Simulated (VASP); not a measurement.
Tl2SnH4, 7 atoms in the cell. Symmetry: R-3m, No. 166, trigonal system. The conventional cell has a = 4.133 Å, b = 4.133 Å, c = 17.091 Å, α = 90.00°, β = 90.00°, γ = 120.00°. Tl (site symmetry 3m) has 12 H at 2.39 to 3.37 Å and 3 Tl at 2.41 Å and 1 Sn at 2.67 Å within 3.4 Å. Within 2.7 Å of Sn (site symmetry -3m) lie 6 H at 2.07 Å and 2 Tl at 2.67 Å. H (site symmetry -3m) has 6 Tl at 2.39 Å and 6 H at 3.09 Å within 3.2 Å. Within 2.7 Å of H (site symmetry 2/m) lie 2 Sn at 2.07 Å and 4 H at 2.07 Å. The cell was generated, and may not be a known phase.

* Program: VASP 6.6.1
* Task: single point
* Functional: PBE
* Potentials or basis: VASP PAW PBE potentials, release 64 (Tl_d, Sn_d, H)
* Cutoff: 520 eV
* k mesh: 6 × 6 × 6
* Occupations: gaussian, width 0.1 eV
* Spin: no spin polarisation
* Dipole correction: no
* Further INCAR settings: ALGO = Normal; EDIFF = 1e-06; NBANDS = 31

Potentials or basis: VASP PAW PBE potentials, release 64 (Tl_d, Sn_d, H).

Launch:

```bash
$ cat potpaw_PBE.64/Tl_d/POTCAR potpaw_PBE.64/Sn_d/POTCAR potpaw_PBE.64/H/POTCAR > POTCAR
$ mpirun -np 1 vasp_std > vasp.out
```

Hardware: 1 thread of Intel(R) Xeon(R) Platinum 8375C CPU @ 2.90GHz (Ice Lake), with other jobs on the host.

Task: Estimate the wall time of this run.

Result: It took 2.1 min on 1 thread of Intel(R) Xeon(R) Platinum 8375C CPU @ 2.90GHz (Ice Lake) (shared host), peak memory 0.37 GiB. Counts: scf iterations 13, k points 32.
